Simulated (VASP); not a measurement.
# CdSe (rocksalt type) (Fm-3m) in VASP: a series of runs

The runs below take CdSe (rocksalt type) through single point, relaxation of cell and atoms, with r2SCAN.

All numbers are computed with VASP 6.6.1; they aren't measurements. Logs are shortened: lines on timing, memory, paths and dates and some standing lists are left out, and cuts for length are marked.

## (1) The cell of the first run

It takes space group Fm-3m (No. 225, cubic). Conventional cell: a = 5.685 Å, b = 5.685 Å, c = 5.685 Å, α = 90.00°, β = 90.00°, γ = 90.00°. Within 3.7 Å of Cd (site symmetry m-3m) lie 6 Se at 2.84 Å. Within 3.7 Å of Se (site symmetry m-3m) lie 6 Cd at 2.84 Å.

## (2) Single point, r2SCAN

File POSCAR:

```
CdSe
1.0
    0.0000000000      2.8427450661      2.8427450661
    2.8427450661      0.0000000000      2.8427450661
    2.8427450661      2.8427450661      0.0000000000
Cd Se
1 1
Direct
    0.0000000000      0.0000000000      0.0000000000
    0.5000000000      0.5000000000      0.5000000000
```

File INCAR.step1:

```
PREC = Accurate
ENCUT = 520
ISMEAR = -1
SIGMA = 0.05
LREAL = False
LASPH = True
NELM = 60
NBANDS = 16
GGA = PE
ALGO = Normal
EDIFF = 1E-4
LWAVE = True
LCHARG = False
```

File INCAR.step2:

```
PREC = Accurate
ENCUT = 520
EDIFF = 1E-6
ISMEAR = -1
SIGMA = 0.05
LREAL = False
LASPH = True
NELM = 60
ALGO = Normal
ISIF = 2
LWAVE = False
LCHARG = False
METAGGA = R2SCAN
LMIXTAU = True
NBANDS = 16
ISTART = 1
```

File KPOINTS:

```
Automatic mesh
0
Gamma
  12 12 12
```

Potentials or basis: VASP PAW PBE potentials, release 64 (Cd, Se).

Launch:

```bash
> cat potpaw_PBE.64/Cd/POTCAR potpaw_PBE.64/Se/POTCAR > POTCAR
> cp INCAR.step1 INCAR
> mpirun -np 1 vasp_std > vasp.out
> cp INCAR.step2 INCAR
> mpirun -np 1 vasp_std > vasp.out
```

OUTCAR:

```text
PREC = Accurate
   ENCUT = 520
   EDIFF = 1E-6
   ISMEAR = -1
   LREAL = False
   LASPH = True
   NELM = 60
   ISIF = 2
   METAGGA = R2SCAN
   ISTART = 1

 ion  position               nearest neighbor table
   1  0.000  0.000  0.000-   2 2.84   2 2.84   2 2.84   2 2.84   2 2.84   2 2.84
   2  0.500  0.500  0.500-   1 2.84   1 2.84   1 2.84   1 2.84   1 2.84   1 2.84

  LATTYP: Found a face centered cubic cell.
 ALAT       =     5.6854901322

  Lattice vectors:

 A1 = (   0.0000000000,   2.8427450661,   2.8427450661)
 A2 = (   2.8427450661,   0.0000000000,   2.8427450661)
 A3 = (   2.8427450661,   2.8427450661,   0.0000000000)

Analysis of symmetry for initial positions (statically):
=====================================================================
 Subroutine PRICEL returns:
 Original cell was already a primitive cell.

 Routine SETGRP: Setting up the symmetry group for a
 face centered cubic supercell.

 Subroutine GETGRP returns: Found 48 space group operations
 (whereof 48 operations were pure point group operations)
 out of a pool of 48 trial point group operations.

The static configuration has the point symmetry O_h .

Analysis of symmetry for dynamics (positions and initial velocities):
=====================================================================
 Subroutine PRICEL returns:
 Original cell was already a primitive cell.

 Routine SETGRP: Setting up the symmetry group for a
 face centered cubic supercell.

 Subroutine GETGRP returns: Found 48 space group operations
 (whereof 48 operations were pure point group operations)
 out of a pool of 48 trial point group operations.

The dynamic configuration has the point symmetry O_h .

 Subroutine INISYM returns: Found 48 space group operations
 (whereof 48 operations are pure point group operations),
 and found     1 'primitive' translations

----------------------------------------------------------------------------------------

                                     Primitive cell

  volume of cell :      45.9456

  direct lattice vectors                    reciprocal lattice vectors
     0.000000000  2.842745066  2.842745066    -0.175886331  0.175886331  0.175886331
     2.842745066  0.000000000  2.842745066     0.175886331 -0.175886331  0.175886331
     2.842745066  2.842745066  0.000000000     0.175886331  0.175886331 -0.175886331

[... 74 lines left out ...]
   PREC   = accura    normal or accurate (medium, high low for compatibility)
   ISTART =      1    job   : 0-new  1-cont  2-samecut
   ICHARG =      0    charge: 1-file 2-atom 10-const
   ISPIN  =      1    spin polarized calculation?
   LNONCOLLINEAR =      F non collinear calculations
   LSORBIT =      F    spin-orbit coupling
   LASPH  =      T    aspherical Exc in radial PAW
   ENCUT  =  520.0 eV  38.22 Ry    6.18 a.u.   7.47  7.47  7.47*2*pi/ulx,y,z
   NELM   =     60;   NELMIN=  2; NELMDL=  0     # of ELM steps
   EDIFF  = 0.1E-05   stopping-criterion for ELM
   LREAL  =      F    real-space projection
   EDIFFG = 0.1E-04   stopping-criterion for IOM
   NSW    =      0    number of steps for IOM
   IBRION =     -1    ionic relax: 0-MD 1-quasi-New 2-CG
   NFREE  =      0    steps in history (QN), initial steepest desc. (CG)
   ISIF   =      2    stress and relaxation
   ISYM   =      2    0-nonsym 1-usesym 2-fastsym
   POTIM  = 0.5000    time-step for ionic-motion
   TEBEG  =    0.0;   TEEND  =   0.0 temperature during run
   PSTRESS=    0.0 pullay stress
   NELECT =      18.0000    total number of electrons
   NUPDOWN=      -1.0000    fix difference up-down
   EMIN   =  10.00;   EMAX   =-10.00  energy-range for DOS
   EFERMI =   0.00;   METHOD = LEGACY
   ISMEAR =    -1;   SIGMA  =   0.05  broadening in eV -4-tet -1-fermi 0-gaus
   EFERMI_NEDOS =   21; number of points for ismear=-14 and -15
   IALGO  =     38    algorithm
   IMIX   =      4    mixing-type and parameters
     AMIX     =   0.40;   BMIX     =  1.00
     AMIX_MAG =   1.60;   BMIX_MAG =  1.00
  volume/ion in A,a.u.               =      22.97       155.03
  Fermi-wavevector in a.u.,A,eV,Ry     =   1.197892  2.263688 19.523623  1.434946
  Thomas-Fermi vector in A             =   2.333795
   LORBIT       =      0    0 simple, 1 ext, 2 COOP (PROOUT), +10 PAW based schemes
   METAGGA = R2SCAN    functional components
   LHFCALC =     F    Hartree Fock is set to
   AEXX    =    0.0000 exact exchange contribution
   IVDW    =     0    specifies the selected vdW correction
   LEPSILON=     F    determine dielectric tensor
   LRPA    =     F    only Hartree local field effects (RPA)
 non-spin polarized calculation
  energy-cutoff  :      520.00
  volume of cell :       45.95
 maximum number of plane-waves:      1258
 NGX is ok and might be reduce to    30
   NGX = 15   NGY = 15   NGZ = 15

 number of electron      17.9999999 magnetization

 Free energy of the ion-electron system (eV)
  ---------------------------------------------------
  ext. energy  EPLUGINS =         0.00000000
  ---------------------------------------------------
  free energy    TOTEN  =       -35.70420846 eV

  energy without entropy =      -35.70331480  energy(sigma->0) =      -35.70376163

 E-fermi :   2.4268     XC(G=0): -10.6709

 val. band max:        2.2848036372   @ k =   0.5000   0.5000   0.0000
 cond. band min:       2.6459704513   @ k =   0.4167   0.4167   0.0000
 fundamental gap:      0.3611668142
 Fermi energy:         2.4267614035

 k-point     1 :       0.0000    0.0000    0.0000
  band No.  band energies     occupation
      1     -11.2096      2.00000
      2      -5.9532      2.00000
      3      -5.9532      2.00000
      4      -5.9362      2.00000
      5      -5.9361      2.00000
      6      -5.9361      2.00000
[... 433 lines left out ...]
      3      -6.0762      2.00000
      4      -5.9996      2.00000
      5      -5.7918      2.00000
      6      -5.7582      2.00000
[... 8 lines left out ...]
     15      14.9779      0.00000
     16      15.5359      0.00000

 [... further k-points ...]
[... 5 lines left out ...]
  --------------------------------------------------------------------------------------
  -------------------------------------------------------------------------------------
  Total        0.1097965      0.1097965      0.1097965      0.0000000      0.0000000     -0.0000000
  in kB        3.8287336      3.8287336      3.8287336      0.0000000      0.0000000     -0.0000000
  external PRESSURE =       3.8287336 kB  Pullay stress =       0.0000000 kB

 VOLUME and BASIS-vectors are now :
 -----------------------------------------------------------------------------
  energy-cutoff  :      520.00
  volume of cell :       45.95
      direct lattice vectors                 reciprocal lattice vectors
     0.000000000  2.842745066  2.842745066    -0.175886331  0.175886331  0.175886331
     2.842745066  0.000000000  2.842745066     0.175886331 -0.175886331  0.175886331
     2.842745066  2.842745066  0.000000000     0.175886331  0.175886331 -0.175886331

 POSITION                                       TOTAL-FORCE (eV/Angst)
 -----------------------------------------------------------------------------------
      0.00000      0.00000      0.00000        -0.000000     -0.000000     -0.000000
      2.84275      2.84275      2.84275         0.000000      0.000000      0.000000
 -----------------------------------------------------------------------------------
    total drift:                               -0.000000      0.000000      0.000000

  FREE ENERGIE OF THE ION-ELECTRON SYSTEM (eV)
  ---------------------------------------------------
  free  energy   TOTEN  =       -35.7042084597 eV

  energy  without entropy=      -35.7033148036  energy(sigma->0) =      -35.70376163
```

OUTCAR.step1:

```text
PREC = Accurate
   ENCUT = 520
   ISMEAR = -1
   LREAL = False
   LASPH = True
[... 677 lines left out ...]
      0.00000      0.00000      0.00000        -0.000000      0.000000     -0.000000
      2.84275      2.84275      2.84275         0.000000     -0.000000      0.000000
 -----------------------------------------------------------------------------------
    total drift:                               -0.000000      0.000000      0.000000

  FREE ENERGIE OF THE ION-ELECTRON SYSTEM (eV)
  ---------------------------------------------------
  free  energy   TOTEN  =        -5.1957957407 eV

  energy  without entropy=       -5.1914130543  energy(sigma->0) =       -5.19360440
```

OSZICAR.step1:

```text
N       E                     dE             d eps       ncg     rms          rms(c)
DAV:   1     0.105793267415E+03    0.10579E+03   -0.90871E+03  2376   0.104E+03
DAV:   2    -0.189689207351E+01   -0.10769E+03   -0.10119E+03  2752   0.250E+02
DAV:   3    -0.560461021731E+01   -0.37077E+01   -0.36991E+01  2720   0.481E+01
DAV:   4    -0.561624163570E+01   -0.11631E-01   -0.11631E-01  2880   0.269E+00
DAV:   5    -0.561629116099E+01   -0.49525E-04   -0.49525E-04  2744   0.157E-01    0.571E+00
DAV:   6    -0.522139479295E+01    0.39490E+00   -0.58617E-01  3080   0.915E+00    0.481E+00
DAV:   7    -0.519623216322E+01    0.25163E-01   -0.12679E-01  2752   0.251E+00    0.221E+00
DAV:   8    -0.519591404982E+01    0.31811E-03   -0.13880E-02  2696   0.145E+00    0.280E-01
DAV:   9    -0.519580993311E+01    0.10412E-03   -0.16554E-03  2768   0.523E-01    0.492E-02
DAV:  10    -0.519579574068E+01    0.14192E-04   -0.22951E-04  2528   0.185E-01
   1 F= -.51957957E+01 E0= -.51936044E+01  d E =-.438269E-02
```

Wall time 2.4 min (1 thread of Intel Xeon Platinum 8488C (Sapphire Rapids), shared host); peak memory 0.2 GiB.

What came out:

| Property | Result |
| --- | --- |
| Free energy | -35.7042 eV |
| Pressure | 0.4 GPa |

Levels at points of the mesh, in eV from the Fermi level:
```csv
k point,band 6,band 7,band 8,band 9,band 10,band 11,band 12,band 13
"(0.00, 0.00, 0.00)",-8.36,-0.80,-0.80,-0.80,0.69,9.05,9.05,9.05
"(0.50, 0.00, 0.00)",-8.22,-5.25,-0.19,-0.19,3.44,5.67,5.67,6.64
"(0.50, 0.50, 0.00)",-7.59,-4.46,-2.33,-2.33,-0.14,5.71,10.64,11.27
```

Caveat: the PAW data sets were made with another functional, which shifts forces and pressure a little.

## (3) Single point, r2SCAN

POSCAR is that of step 2.

File INCAR.step1:

```
SYSTEM = CdSe
PREC = Accurate ; ENCUT = 520
ISMEAR = -1 ; SIGMA = 0.05
LREAL = .FALSE. ; LASPH = .TRUE.
NELM = 80 ; NBANDS = 16
GGA = PE ; ALGO = Normal
EDIFF = 1E-4 ; LWAVE = .TRUE.
LCHARG = .FALSE.
```

File INCAR.step2:

```
SYSTEM = CdSe
PREC = Accurate ; ENCUT = 520
EDIFF = 1E-7 ; ISMEAR = -1
SIGMA = 0.05 ; LREAL = .FALSE.
LASPH = .TRUE. ; NELM = 80
ALGO = Normal ; ISIF = 2
LWAVE = .FALSE. ; LCHARG = .FALSE.
METAGGA = R2SCAN ; LMIXTAU = .TRUE.
NBANDS = 16 ; ISTART = 1
```

File KPOINTS:

```
regular mesh
0
G
  12 12 12
  0 0 0
```

Potentials or basis: VASP PAW PBE potentials, release 64 (Cd, Se).

Launch:

```bash
> cat potpaw_PBE.64/Cd/POTCAR potpaw_PBE.64/Se/POTCAR > POTCAR
> cp INCAR.step1 INCAR
> mpirun -np 1 vasp_std > vasp.out
> cp INCAR.step2 INCAR
> mpirun -np 1 vasp_std > vasp.out
```

Run time: 3 min. Hardware: 1 thread of Intel Xeon Platinum 8488C (Sapphire Rapids), shared host; peak memory 0.2 GiB.

Results (log left out):

| Item | Value |
| --- | --- |
| Free energy | -35.7042 eV |
| Pressure | 0.4 GPa |

Levels at points of the mesh, in eV from the Fermi level:
```csv
k point,band 7,band 8,band 9,band 10,band 11,band 12
"(0.00, 0.00, 0.00)",-0.80,-0.80,-0.80,0.69,9.05,9.05
"(0.50, 0.00, 0.00)",-5.25,-0.19,-0.19,3.44,5.67,5.67
"(0.50, 0.50, 0.00)",-4.46,-2.33,-2.33,-0.14,5.71,10.64
```

Caveat: the PAW data sets were made with another functional, which shifts forces and pressure a little.

## (4) Relaxation of cell and atoms, r2SCAN

This run uses another cell than the first one, of 19.45 Å³/atom, 0.847 times its volume.

File POSCAR:

```
CdSe
1.0
    0.0000000000      2.6892810254      2.6892810254
    2.6892810254      0.0000000000      2.6892810254
    2.6892810254      2.6892810254      0.0000000000
Cd Se
1 1
Direct
    0.0000000000      0.0000000000      0.0000000000
    0.5000000000      0.5000000000      0.5000000000
```

File INCAR.step1:

```
SYSTEM = CdSe
  PREC = Accurate
  ENCUT = 600
  ISMEAR = -1
  SIGMA = 0.05
  LREAL = .FALSE.
  LASPH = .TRUE.
  NELM = 100
  GGA = PE
  ALGO = Normal
  EDIFF = 1E-4
  LWAVE = .TRUE.
  LCHARG = .FALSE.
```

File INCAR.step2:

```
SYSTEM = CdSe
  PREC = Accurate
  ENCUT = 600
  EDIFF = 1E-6
  ISMEAR = -1
  SIGMA = 0.05
  LREAL = .FALSE.
  LASPH = .TRUE.
  NELM = 100
  ALGO = Normal
  ISIF = 3
  LWAVE = .FALSE.
  LCHARG = .FALSE.
  METAGGA = R2SCAN
  LMIXTAU = .TRUE.
  IBRION = 2
  NSW = 60
  EDIFFG = -0.005
  ISTART = 1
```

KPOINTS is that of step 3.

Potentials or basis: VASP PAW PBE potentials, release 64 (Cd, Se).

Launch:

```bash
> cat potpaw_PBE.64/Cd/POTCAR potpaw_PBE.64/Se/POTCAR > POTCAR
> cp INCAR.step1 INCAR
> mpirun -np 1 vasp_std > vasp.out
> cp INCAR.step2 INCAR
> mpirun -np 1 vasp_std > vasp.out
```

OUTCAR:

```text
SYSTEM = CdSe
   PREC = Accurate
   ENCUT = 600
   EDIFF = 1E-6
   ISMEAR = -1
   LREAL = .FALSE.
   LASPH = .TRUE.
   NELM = 100
   ISIF = 3
   METAGGA = R2SCAN
   IBRION = 2
   NSW = 60
   EDIFFG = -0.005
   ISTART = 1

 ion  position               nearest neighbor table
   1  0.000  0.000  0.000-   2 2.69   2 2.69   2 2.69   2 2.69   2 2.69   2 2.69
   2  0.500  0.500  0.500-   1 2.69   1 2.69   1 2.69   1 2.69   1 2.69   1 2.69

  LATTYP: Found a face centered cubic cell.
 ALAT       =     5.3785620508

  Lattice vectors:

 A1 = (   0.0000000000,   2.6892810254,   2.6892810254)
 A2 = (   2.6892810254,   0.0000000000,   2.6892810254)
 A3 = (   2.6892810254,   2.6892810254,   0.0000000000)

Analysis of symmetry for initial positions (statically):
=====================================================================
[... 674 lines left out ...]

 number of electron      18.0000000 magnetization

------------------------ aborting loop because EDIFF is reached ----------------------------------------
[... 67 lines left out ...]
--------------------------------------- Ionic step       18  -------------------------------------------

 number of electron      18.0000001 magnetization

 Free energy of the ion-electron system (eV)
  ---------------------------------------------------
  ext. energy  EPLUGINS =         0.00000000
  ---------------------------------------------------
  free energy    TOTEN  =       -35.70246865 eV

  energy without entropy =      -35.70157376  energy(sigma->0) =      -35.70202120

 E-fermi :   2.3789     XC(G=0): -10.6438

 val. band max:        2.2375605877   @ k =   0.5000   0.5000   0.0000
 cond. band min:       2.5985201639   @ k =   0.4167   0.4167   0.0000
 fundamental gap:      0.3609595762
 Fermi energy:         2.3789386643

 k-point     1 :       0.0000    0.0000    0.0000
  band No.  band energies     occupation
      1     -11.2230      2.00000
      2      -5.9912      2.00000
      3      -5.9912      2.00000
      4      -5.9744      2.00000
      5      -5.9744      2.00000
      6      -5.9744      2.00000
      7       1.5847      2.00000
      8       1.5847      2.00000
      9       1.5847      2.00000
     10       3.0473      0.00000
     11      11.4241      0.00000
     12      11.4241      0.00000
     13      11.4241      0.00000
[... 397 lines left out ...]
  FREE ENERGIE OF THE ION-ELECTRON SYSTEM (eV)
  ---------------------------------------------------
  free  energy   TOTEN  =       -35.7024686486 eV

  energy  without entropy=      -35.7015737583  energy(sigma->0) =      -35.70202120

 reached required accuracy - stopping structural energy minimisation
```

Wall time 18 min (1 thread of Intel Xeon Platinum 8488C (Sapphire Rapids), shared host); peak memory 0.22 GiB.

Results:

```
Free energy                            : -35.7025 eV
Relaxed volume                         : 23.09 Å³/atom
Relaxed cell                           : a = 4.027 Å, b = 4.027 Å, c = 4.027 Å, α = 60.00°, β = 60.00°, γ = 60.00°
Space group after relaxing (to 0.05 Å) : Fm-3m (No. 225)
Energy gained by relaxing              : 173.1 meV/atom
Ionic steps                            : 18
Pressure after relaxing                : 0.0 GPa
```

The path:
| step | energy change (eV) | largest force (eV/Å) | pressure (GPa) | volume (Å³) |
| --- | --- | --- | --- | --- |
| 1 | 0.0000 | 0.0000 | 17.94 | 38.90 |
| 2 | -0.1993 | 0.0000 | -6.60 | 52.50 |
| 3 | -0.3462 | 0.0000 | -0.05 | 46.22 |
| 4 | -0.3461 | 0.0000 | 0.19 | 46.07 |
| 5 | -0.3461 | 0.0000 | 0.20 | 46.07 |
| 6 | -0.3461 | 0.0000 | 0.18 | 46.07 |
| 7 | -0.3461 | 0.0000 | 0.18 | 46.07 |
| 8 | -0.3461 | 0.0000 | 0.18 | 46.08 |
| 9 | -0.3461 | 0.0000 | 0.18 | 46.08 |
| 10 | -0.3461 | 0.0000 | 0.18 | 46.08 |
| 11 | -0.3461 | 0.0000 | 0.18 | 46.08 |
| 12 | -0.3461 | 0.0000 | 0.19 | 46.08 |
| 13 | -0.3461 | 0.0000 | 0.17 | 46.08 |
| 14 | -0.3461 | 0.0000 | 0.15 | 46.09 |
| 15 | -0.3461 | 0.0000 | 0.12 | 46.11 |
| 16 | -0.3462 | 0.0000 | 0.06 | 46.15 |
| 17 | -0.3462 | 0.0000 | -0.05 | 46.22 |
| 18 | -0.3462 | 0.0000 | 0.01 | 46.19 |

Final structure:
```xyz
2
Lattice="0.0000 2.8477 2.8477 2.8477 0.0000 2.8477 2.8477 2.8477 0.0000" Properties=species:S:1:pos:R:3 pbc="T T T"
Cd    0.0000    0.0000    0.0000
Se    2.8477    2.8477    2.8477
```

Levels at points of the mesh, in eV from the Fermi level:
| k point | band 6 | band 7 | band 8 | band 9 | band 10 | band 11 | band 12 | band 13 |
| --- | --- | --- | --- | --- | --- | --- | --- | --- |
| (0.00, 0.00, 0.00) | -8.35 | -0.79 | -0.79 | -0.79 | 0.67 | 9.05 | 9.05 | 9.05 |
| (0.50, 0.00, 0.00) | -8.21 | -5.22 | -0.19 | -0.19 | 3.44 | 5.67 | 5.67 | 6.60 |
| (0.50, 0.50, 0.00) | -7.59 | -4.43 | -2.31 | -2.31 | -0.14 | 5.71 | 10.59 | 11.23 |

Caveat: the volume moved by over 15 % at a fixed basis, so the end points are rough; the PAW data sets were made with another functional, which shifts forces and pressure a little.
